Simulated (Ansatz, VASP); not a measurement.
Two plane-wave programs on CdSe

INCAR

```
ALGO = Normal
EDIFF = 1E-6
ENCUT = 520
GGA = PE
ISIF = 2
ISMEAR = 0
LASPH = T
LCHARG = F
LREAL = F
LWAVE = F
NBANDS = 26
NELM = 80
PREC = Accurate
SIGMA = 0.01
```

The input KPOINTS:

```
k-points
0
Gamma
  6 6 4
```

The input POSCAR:

```
CdSe
1.0
    4.4693500513      0.0000000000      0.0000000000
   -2.2346750256      3.8705706828      0.0000000000
    0.0000000000      0.0000000000      7.2938469242
Cd Se
2 2
Direct
    0.3333333333      0.6666666667      0.0045810698
    0.6666666667      0.3333333333      0.5045810698
    0.3333333333      0.6666666667      0.3804189302
    0.6666666667      0.3333333333      0.8804189302
```

Input for Ansatz:

```yaml
crystal:
  lattice:
    - [4.4693500513, 0.0, 0.0]
    - [-2.2346750256, 3.8705706828, 0.0]
    - [0.0, 0.0, 7.2938469242]
  atoms:
    - { symbol: Cd, position: [0.3333333333, 0.6666666667, 0.0045810698] }
    - { symbol: Cd, position: [0.6666666667, 0.3333333333, 0.5045810698] }
    - { symbol: Se, position: [0.3333333333, 0.6666666667, 0.3804189302] }
    - { symbol: Se, position: [0.6666666667, 0.3333333333, 0.8804189302] }
kpoints:
  mp_grid: { grid: [6, 6, 4] }
hamiltonian:
  xc: pbe
scf:
  occupations: { method: fixed }
  n_extra_bands: 5
output:
  forces: true
  stress: true
  eigenvalues: true
```

Alike in both runs: task single point; functional PBE; k mesh 6 × 6 × 4; no spin polarisation.

|  | VASP | Ansatz |
| --- | --- | --- |
| version | VASP 6.6.1 | Ansatz 0.2.0 |
| potentials or method | VASP PAW PBE potentials, release 64 (Cd, Se) | plane waves, PAW |
| plane-wave cutoff (eV) | 520 | 420 |
| occupations | gaussian, width 0.01 eV | fixed |
| valence electrons in the cell | 36 | 72 |

Ansatz gave:

```
gap on the k mesh at the Fermi level (eV) : 0.42
pressure (GPa)                            : -2.3
```

**Question.** Which values does VASP return?

**Answer.** gap on the k mesh at the Fermi level (eV): 0.41; pressure (GPa): -2.1.

VASP's potentials hold 36 valence electrons a cell and Ansatz's 72, so a difference there can come from the potentials and not from the codes.
